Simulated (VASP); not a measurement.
AlP:

```
Al P
1.0
     0.00000    2.73926    2.73926
     2.73926    0.00000    2.73926
     2.73926    2.73926    0.00000
Al P
1 1
Cartesian
  0.0000 0.0000 0.0000
  1.3696 1.3696 1.3696
```

Program: VASP 6.6.1. Alike in all runs: task single point; potentials or basis VASP PAW PBE potentials, release 64 (Al, P); no spin polarisation; cell as given.

**Question.** Order these runs on this cell by their band gap on the k mesh, lowest first.
A. level r2SCAN; k mesh 8 × 8 × 8; cutoff (eV) 550; smearing gaussian 0.01 eV
B. level HSE06; k mesh 6 × 6 × 6; cutoff (eV) 400; smearing gaussian 0.01 eV; grid for exact exchange (PRECFOCK) Normal; share of exact exchange 0.25; screening parameter 0.2079 1/Å
C. level PBE; k mesh 8 × 8 × 8; cutoff (eV) 500; smearing fermi-dirac 0.02 eV

**Answer.** C (1.60 eV), A (1.93 eV), B (2.29 eV).

A k mesh can miss the band edges.
